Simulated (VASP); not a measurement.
# CdS in VASP: a series of runs

Aim: see how the results for CdS move with the level of theory and the settings. Levels: PBE, r2SCAN. Tasks: single point.

All numbers are computed with VASP 6.6.1; they aren't measurements. Logs are shortened: lines on timing, memory, paths and dates and some standing lists are left out, and cuts for length are marked.

## (1) The cell of the first run

The structure is cubic, space group F-43m (No. 216). Conventional cell: a = 5.531 Å, b = 5.531 Å, c = 5.531 Å, α = 90.00°, β = 90.00°, γ = 90.00°. Cd (site symmetry -43m) has 4 S at 2.39 Å within 3.2 Å. Within 3.2 Å of S (site symmetry -43m) lie 4 Cd at 2.39 Å.

## (2) Single point, PBE (strain -5.9%)

Contents of INCAR:

```
  PREC = Accurate
  ENCUT = 520
  EDIFF = 1E-7
  ISMEAR = -1
  SIGMA = 0.02
  LREAL = False
  LASPH = True
  NELM = 60
  ALGO = Normal
  ISIF = 2
  LWAVE = False
  LCHARG = True
  GGA = PE
  LELF = True
  LVHAR = True
  NBANDS = 16
```

Contents of KPOINTS:

```
Automatic mesh
0
Gamma
  8 8 8
```

Contents of POSCAR:

```
CdS
1.0
    0.0000000000      2.7655072429      2.7655072429
    2.7655072429      0.0000000000      2.7655072429
    2.7655072429      2.7655072429      0.0000000000
Cd S
1 1
Direct
    0.0000000000      0.0000000000      0.0000000000
    0.2500000000      0.2500000000      0.2500000000
```

Potentials or basis: VASP PAW PBE potentials, release 64 (Cd, S).

Run with:

```console
> cat potpaw_PBE.64/Cd/POTCAR potpaw_PBE.64/S/POTCAR > POTCAR
> mpirun -np 1 vasp_std > vasp.out
```

OUTCAR:

```text
PREC = Accurate
   ENCUT = 520
   EDIFF = 1E-7
   ISMEAR = -1
   LREAL = False
   LASPH = True
   NELM = 60
   ISIF = 2
   GGA = PE

 ion  position               nearest neighbor table
   1  0.000  0.000  0.000-   2 2.39   2 2.39   2 2.39   2 2.39
   2  0.250  0.250  0.250-   1 2.39   1 2.39   1 2.39   1 2.39

  LATTYP: Found a face centered cubic cell.
 ALAT       =     5.5310144858

  Lattice vectors:

 A1 = (   0.0000000000,   2.7655072429,   2.7655072429)
 A2 = (   2.7655072429,   0.0000000000,   2.7655072429)
 A3 = (   2.7655072429,   2.7655072429,   0.0000000000)

Analysis of symmetry for initial positions (statically):
=====================================================================
 Subroutine PRICEL returns:
 Original cell was already a primitive cell.

 Routine SETGRP: Setting up the symmetry group for a
 face centered cubic supercell.

 Subroutine GETGRP returns: Found 24 space group operations
 (whereof 24 operations were pure point group operations)
 out of a pool of 48 trial point group operations.

The static configuration has the point symmetry T_d .

Analysis of symmetry for dynamics (positions and initial velocities):
=====================================================================
 Subroutine PRICEL returns:
 Original cell was already a primitive cell.

 Routine SETGRP: Setting up the symmetry group for a
 face centered cubic supercell.

 Subroutine GETGRP returns: Found 24 space group operations
 (whereof 24 operations were pure point group operations)
 out of a pool of 48 trial point group operations.

The dynamic configuration has the point symmetry T_d .

 Subroutine INISYM returns: Found 24 space group operations
 (whereof 24 operations are pure point group operations),
 and found     1 'primitive' translations

----------------------------------------------------------------------------------------

                                     Primitive cell

  volume of cell :      42.3014

  direct lattice vectors                    reciprocal lattice vectors
     0.000000000  2.765507243  2.765507243    -0.180798659  0.180798659  0.180798659
     2.765507243  0.000000000  2.765507243     0.180798659 -0.180798659  0.180798659
     2.765507243  2.765507243  0.000000000     0.180798659  0.180798659 -0.180798659

  length of vectors
     3.911017850  3.911017850  3.911017850     0.313152463  0.313152463  0.313152463

  position of ions in fractional coordinates (direct lattice)
     0.000000000  0.000000000  0.000000000
     0.250000000  0.250000000  0.250000000

  ion indices of the primitive-cell ions
   primitive index   ion index
                 1           1
                 2           2

----------------------------------------------------------------------------------------

 KPOINTS: Automatic mesh

Automatic generation of k-mesh.
 Grid dimensions read from file:
 generate k-points for:    8    8    8

 Generating k-lattice:

  Cartesian coordinates                     Fractional coordinates (reciprocal lattice)
    -0.022599832  0.022599832  0.022599832     0.125000000  0.000000000  0.000000000
     0.022599832 -0.022599832  0.022599832     0.000000000  0.125000000  0.000000000
     0.022599832  0.022599832 -0.022599832     0.000000000  0.000000000  0.125000000

  Length of vectors
     0.039144058  0.039144058  0.039144058

  Shift w.r.t. Gamma in fractional coordinates (k-lattice)
     0.000000000  0.000000000  0.000000000

 Subroutine IBZKPT returns following result:
 ===========================================

 Found     29 irreducible k-points:

 Following reciprocal coordinates:
            Coordinates               Weight
  0.000000  0.000000  0.000000      1.000000
  0.125000  0.000000  0.000000      8.000000
  0.250000  0.000000  0.000000      8.000000
  0.375000  0.000000  0.000000      8.000000
  0.500000  0.000000  0.000000      4.000000
  0.125000  0.125000  0.000000      6.000000
[... 16 lines left out ...]
  0.500000  0.250000  0.125000     48.000000
 -0.375000  0.250000  0.125000     24.000000
 [... further k-points ...]
   k-points           NKPTS =     29   k-points in BZ     NKDIM =     29   number of bands    NBANDS=     16
   number of dos      NEDOS =    301   number of ions     NIONS =      2
   total plane-waves  NPLWV =  27000
   dimension x,y,z NGX =    30 NGY =   30 NGZ =   30
   dimension x,y,z NGXF=    60 NGYF=   60 NGZF=   60
   ions per type =               1   1
   NGX,Y,Z   is equivalent  to a cutoff of  12.75, 12.75, 12.75 a.u.
   NGXF,Y,Z  is equivalent  to a cutoff of  25.50, 25.50, 25.50 a.u.
 SYSTEM =  unknown system
   PREC   = accura    normal or accurate (medium, high low for compatibility)
   ISTART =      0    job   : 0-new  1-cont  2-samecut
   ICHARG =      2    charge: 1-file 2-atom 10-const
   ISPIN  =      1    spin polarized calculation?
   LNONCOLLINEAR =      F non collinear calculations
   LSORBIT =      F    spin-orbit coupling
   LASPH  =      T    aspherical Exc in radial PAW
   ENCUT  =  520.0 eV  38.22 Ry    6.18 a.u.   7.27  7.27  7.27*2*pi/ulx,y,z
   NELM   =     60;   NELMIN=  2; NELMDL= -5     # of ELM steps
   EDIFF  = 0.1E-06   stopping-criterion for ELM
   LREAL  =      F    real-space projection
   EDIFFG = 0.1E-05   stopping-criterion for IOM
   NSW    =      0    number of steps for IOM
   IBRION =     -1    ionic relax: 0-MD 1-quasi-New 2-CG
   NFREE  =      0    steps in history (QN), initial steepest desc. (CG)
   ISIF   =      2    stress and relaxation
   ISYM   =      2    0-nonsym 1-usesym 2-fastsym
   POTIM  = 0.5000    time-step for ionic-motion
   TEBEG  =    0.0;   TEEND  =   0.0 temperature during run
   PSTRESS=    0.0 pullay stress
   NELECT =      18.0000    total number of electrons
   NUPDOWN=      -1.0000    fix difference up-down
   EMIN   =  10.00;   EMAX   =-10.00  energy-range for DOS
   EFERMI =   0.00;   METHOD = LEGACY
   ISMEAR =    -1;   SIGMA  =   0.02  broadening in eV -4-tet -1-fermi 0-gaus
   EFERMI_NEDOS =   21; number of points for ismear=-14 and -15
   IALGO  =     38    algorithm
   IMIX   =      4    mixing-type and parameters
     AMIX     =   0.40;   BMIX     =  1.00
     AMIX_MAG =   1.60;   BMIX_MAG =  1.00
  volume/ion in A,a.u.               =      21.15       142.73
  Fermi-wavevector in a.u.,A,eV,Ry     =   1.231348  2.326911 20.629402  1.516218
  Thomas-Fermi vector in A             =   2.366161
   LORBIT       =      0    0 simple, 1 ext, 2 COOP (PROOUT), +10 PAW based schemes
   GGA     = PE    functional components
[... 5 lines left out ...]
 non-spin polarized calculation
  energy-cutoff  :      520.00
  volume of cell :       42.30
 maximum number of plane-waves:      1158
 NGX is ok and might be reduce to    30
   NGX = 15   NGY = 15   NGZ = 15

 number of electron      18.0000004 magnetization

 Free energy of the ion-electron system (eV)
  ---------------------------------------------------
  ext. energy  EPLUGINS =         0.00000000
  ---------------------------------------------------
  free energy    TOTEN  =        -5.67100142 eV

  energy without entropy =       -5.67100142  energy(sigma->0) =       -5.67100142

 E-fermi :   3.2211     XC(G=0):  -9.9207

 val. band max:        2.8492569222   @ k =   0.0000   0.0000   0.0000
 cond. band min:       4.3254276245   @ k =   0.0000   0.0000   0.0000
 fundamental gap:      1.4761707023
 Fermi energy:         3.2210870468

 k-point     1 :       0.0000    0.0000    0.0000
  band No.  band energies     occupation
      1     -10.6535      2.00000
      2      -5.6394      2.00000
      3      -5.6394      2.00000
      4      -5.6394      2.00000
      5      -4.9066      2.00000
      6      -4.9066      2.00000
[... 8 lines left out ...]
     15      14.5321      0.00000
     16      15.1359      0.00000

 k-point     2 :       0.1250    0.0000    0.0000
  band No.  band energies     occupation
      1     -10.5673      2.00000
      2      -5.6063      2.00000
      3      -5.6063      2.00000
      4      -5.5829      2.00000
      5      -4.9089      2.00000
      6      -4.9089      2.00000
[... 8 lines left out ...]
     15      13.8627      0.00000
     16      15.4067      0.00000

 k-point     3 :       0.2500    0.0000    0.0000
  band No.  band energies     occupation
      1     -10.3571      2.00000
      2      -5.5344      2.00000
      3      -5.5344      2.00000
      4      -5.3532      2.00000
      5      -4.9012      2.00000
      6      -4.9012      2.00000
[... 8 lines left out ...]
     15      13.6154      0.00000
     16      14.5618      0.00000

 k-point     4 :       0.3750    0.0000    0.0000
  band No.  band energies     occupation
      1     -10.1469      2.00000
      2      -5.4794      2.00000
      3      -5.4794      2.00000
      4      -4.8690      2.00000
      5      -4.8690      2.00000
      6      -4.8477      2.00000
[... 8 lines left out ...]
     15      14.6009      0.00000
     16      14.6009      0.00000
[... 324 lines left out ...]
 k-point    22 :       0.3750    0.2500    0.1250
  band No.  band energies     occupation
      1     -10.2027      2.00000
      2      -5.4686      2.00000
      3      -5.4215      2.00000
      4      -5.2514      2.00000
      5      -4.9151      2.00000
      6      -4.8232      2.00000
[... 8 lines left out ...]
     15      15.1550      0.00000
     16      17.2601      0.00000

 k-point    23 :       0.5000    0.2500    0.1250
  band No.  band energies     occupation
      1     -10.0380      2.00000
      2      -5.4124      2.00000
      3      -5.3686      2.00000
      4      -5.0436      2.00000
      5      -4.8577      2.00000
      6      -4.5555      2.00000
[... 8 lines left out ...]
     15      16.1046      0.00000
     16      16.6120      0.00000

 k-point    24 :      -0.3750    0.2500    0.1250
  band No.  band energies     occupation
      1      -9.9713      2.00000
      2      -5.4072      2.00000
      3      -5.3410      2.00000
      4      -4.9599      2.00000
      5      -4.8677      2.00000
      6      -4.1939      2.00000
[... 8 lines left out ...]
     15      15.5111      0.00000
     16      16.5510      0.00000

 [... further k-points ...]

------------------------ aborting loop because EDIFF is reached ----------------------------------------

  FORCE on cell =-STRESS in cart. coord.  units (eV):
  Direction    XX          YY          ZZ          XY          YZ          ZX
  --------------------------------------------------------------------------------------
  -------------------------------------------------------------------------------------
  Total        4.8850563      4.8850563      4.8850563     -0.0000000      0.0000000      0.0000000
  in kB      185.0230174    185.0230174    185.0230174     -0.0000000      0.0000000      0.0000000
  external PRESSURE =     185.0230174 kB  Pullay stress =       0.0000000 kB

 VOLUME and BASIS-vectors are now :
 -----------------------------------------------------------------------------
  energy-cutoff  :      520.00
  volume of cell :       42.30
      direct lattice vectors                 reciprocal lattice vectors
     0.000000000  2.765507243  2.765507243    -0.180798659  0.180798659  0.180798659
     2.765507243  0.000000000  2.765507243     0.180798659 -0.180798659  0.180798659
     2.765507243  2.765507243  0.000000000     0.180798659  0.180798659 -0.180798659

 POSITION                                       TOTAL-FORCE (eV/Angst)
 -----------------------------------------------------------------------------------
      0.00000      0.00000      0.00000        -0.000000     -0.000000      0.000000
      1.38275      1.38275      1.38275         0.000000      0.000000     -0.000000
 -----------------------------------------------------------------------------------
    total drift:                               -0.000000     -0.000000     -0.000000

  FREE ENERGIE OF THE ION-ELECTRON SYSTEM (eV)
  ---------------------------------------------------
  free  energy   TOTEN  =        -5.6710014206 eV

  energy  without entropy=       -5.6710014205  energy(sigma->0) =       -5.67100142
```

Run time: 36 s. Hardware: 1 thread of Intel Xeon 8259CL, shared host; peak memory 0.17 GiB.

What came out:

- Free energy: -5.6710 eV
- Pressure: 18.5 GPa
- Band gap on the k mesh: 1.48 eV

Caveat: the cell differs from its parent crystal (strain -5.9%); the cell stands under pressure.

## (3) Single point, r2SCAN (strain -5.9%)

POSCAR is that of step 2.

Contents of INCAR.step1:

```
SYSTEM = CdS
ALGO     = Normal         ! electronic algorithm
EDIFF    = 1E-4           ! SCF threshold, eV
ENCUT    = 520            ! plane-wave cutoff, eV
GGA      = PE             ! functional
ISMEAR   = 0              ! smearing method
LASPH    = .TRUE.         ! aspherical terms in the spheres
LCHARG   = .FALSE.        ! write CHGCAR
LREAL    = .FALSE.        ! projectors in reciprocal space
LWAVE    = .TRUE.         ! write WAVECAR
NBANDS   = 16             ! bands
NELM     = 80             ! most SCF steps
PREC     = Accurate       ! precision mode
SIGMA    = 0.01           ! smearing width, eV
```

Contents of INCAR.step2:

```
SYSTEM = CdS
ALGO     = Normal         ! electronic algorithm
EDIFF    = 1E-6           ! SCF threshold, eV
ENCUT    = 520            ! plane-wave cutoff, eV
ISIF     = 2              ! what is computed and relaxed
ISMEAR   = 0              ! smearing method
ISTART   = 1            
LASPH    = .TRUE.         ! aspherical terms in the spheres
LCHARG   = .TRUE.         ! write CHGCAR
LELF     = .TRUE.         ! ELF
LMIXTAU  = .TRUE.       
LREAL    = .FALSE.        ! projectors in reciprocal space
LVHAR    = .TRUE.       
LWAVE    = .FALSE.        ! write WAVECAR
METAGGA  = R2SCAN         ! meta-GGA
NBANDS   = 16             ! bands
NELM     = 80             ! most SCF steps
PREC     = Accurate       ! precision mode
SIGMA    = 0.01           ! smearing width, eV
```

Contents of KPOINTS:

```
k-points
0
G
  8 8 8
  0 0 0
```

Potentials or basis: VASP PAW PBE potentials, release 64 (Cd, S).

Run with:

```console
> cat potpaw_PBE.64/Cd/POTCAR potpaw_PBE.64/S/POTCAR > POTCAR
> cp INCAR.step1 INCAR
> mpirun -np 1 vasp_std > vasp.out
> cp INCAR.step2 INCAR
> mpirun -np 1 vasp_std > vasp.out
```

OUTCAR:

```text
SYSTEM = CdS
   EDIFF = 1E-6
   ENCUT = 520
   ISIF = 2
   ISMEAR = 0
   ISTART = 1
   LASPH = .TRUE.
   LREAL = .FALSE.
   METAGGA = R2SCAN
   NELM = 80
   PREC = Accurate

 ion  position               nearest neighbor table
   1  0.000  0.000  0.000-   2 2.39   2 2.39   2 2.39   2 2.39
   2  0.250  0.250  0.250-   1 2.39   1 2.39   1 2.39   1 2.39

  LATTYP: Found a face centered cubic cell.
 ALAT       =     5.5310144858

  Lattice vectors:

[... 643 lines left out ...]

------------------------ aborting loop because EDIFF is reached ----------------------------------------

  FORCE on cell =-STRESS in cart. coord.  units (eV):
  Direction    XX          YY          ZZ          XY          YZ          ZX
  --------------------------------------------------------------------------------------
  -------------------------------------------------------------------------------------
  Total        4.5641928      4.5641928      4.5641928      0.0000000      0.0000000      0.0000000
  in kB      172.8702146    172.8702146    172.8702146      0.0000000      0.0000000      0.0000000
  external PRESSURE =     172.8702146 kB  Pullay stress =       0.0000000 kB

 VOLUME and BASIS-vectors are now :
 -----------------------------------------------------------------------------
  energy-cutoff  :      520.00
  volume of cell :       42.30
      direct lattice vectors                 reciprocal lattice vectors
     0.000000000  2.765507243  2.765507243    -0.180798659  0.180798659  0.180798659
     2.765507243  0.000000000  2.765507243     0.180798659 -0.180798659  0.180798659
     2.765507243  2.765507243  0.000000000     0.180798659  0.180798659 -0.180798659

 POSITION                                       TOTAL-FORCE (eV/Angst)
 -----------------------------------------------------------------------------------
      0.00000      0.00000      0.00000        -0.000000      0.000000      0.000000
      1.38275      1.38275      1.38275         0.000000     -0.000000     -0.000000
 -----------------------------------------------------------------------------------
    total drift:                               -0.000006     -0.000006     -0.000006

  FREE ENERGIE OF THE ION-ELECTRON SYSTEM (eV)
  ---------------------------------------------------
  free  energy   TOTEN  =       -29.2885090917 eV

  energy  without entropy=      -29.2885090917  energy(sigma->0) =      -29.28850909
```

OUTCAR.step1:

```text
SYSTEM = CdS
   EDIFF = 1E-4
   ENCUT = 520
   GGA = PE
   ISMEAR = 0
   LASPH = .TRUE.
   LREAL = .FALSE.
[... 677 lines left out ...]
      0.00000      0.00000      0.00000        -0.000000     -0.000000     -0.000000
      1.38275      1.38275      1.38275         0.000000      0.000000      0.000000
 -----------------------------------------------------------------------------------
    total drift:                               -0.000000     -0.000000     -0.000000

  FREE ENERGIE OF THE ION-ELECTRON SYSTEM (eV)
  ---------------------------------------------------
  free  energy   TOTEN  =        -5.6709492448 eV

  energy  without entropy=       -5.6709492448  energy(sigma->0) =       -5.67094924
```

OSZICAR.step1:

```text
N       E                     dE             d eps       ncg     rms          rms(c)
DAV:   1     0.110482112642E+03    0.11048E+03   -0.94619E+03   976   0.106E+03
DAV:   2    -0.225428019239E+01   -0.11274E+03   -0.10647E+03  1120   0.258E+02
DAV:   3    -0.619872550851E+01   -0.39444E+01   -0.39375E+01  1152   0.507E+01
DAV:   4    -0.622029514374E+01   -0.21570E-01   -0.21568E-01  1152   0.370E+00
DAV:   5    -0.622054020856E+01   -0.24506E-03   -0.24506E-03  1136   0.375E-01    0.117E+01
DAV:   6    -0.569779353210E+01    0.52275E+00   -0.78375E-01  1360   0.131E+01    0.879E+00
DAV:   7    -0.567130288808E+01    0.26491E-01   -0.26249E-01  1200   0.363E+00    0.368E+00
DAV:   8    -0.567105299804E+01    0.24989E-03   -0.27775E-02  1120   0.227E+00    0.480E-01
DAV:   9    -0.567090057924E+01    0.15242E-03   -0.31495E-03  1104   0.930E-01    0.753E-02
DAV:  10    -0.567094924480E+01   -0.48666E-04   -0.26962E-04  1176   0.236E-01
   1 F= -.56709492E+01 E0= -.56709492E+01  d E =-.163615E-27
```

It took 2 min on 1 thread of Intel Xeon 8259CL, shared host; peak memory 0.18 GiB.

What came out:

```yaml
Free_energy: -29.2885 eV
Pressure: 17.3 GPa
Band_gap_on_the_k_mesh: 1.94 eV
```

Levels at points of the mesh, in eV from the valence-band top:
```csv
k point,band 6,band 7,band 8,band 9,band 10,band 11,band 12,band 13
"(0.00, 0.00, 0.00)",-7.96,0.00,0.00,0.00,1.94,6.95,6.95,6.95
"(0.50, 0.00, 0.00)",-7.41,-5.61,-1.04,-1.04,3.67,7.40,7.40,8.36
"(0.50, 0.50, 0.00)",-7.33,-4.78,-2.58,-2.58,3.53,4.81,10.67,12.54
```

Caveat: the cell differs from its parent crystal (strain -5.9%); the cell stands under pressure; the PAW data sets were made with another functional, which shifts forces and pressure a little.

(Continued in part 2 of 2.)
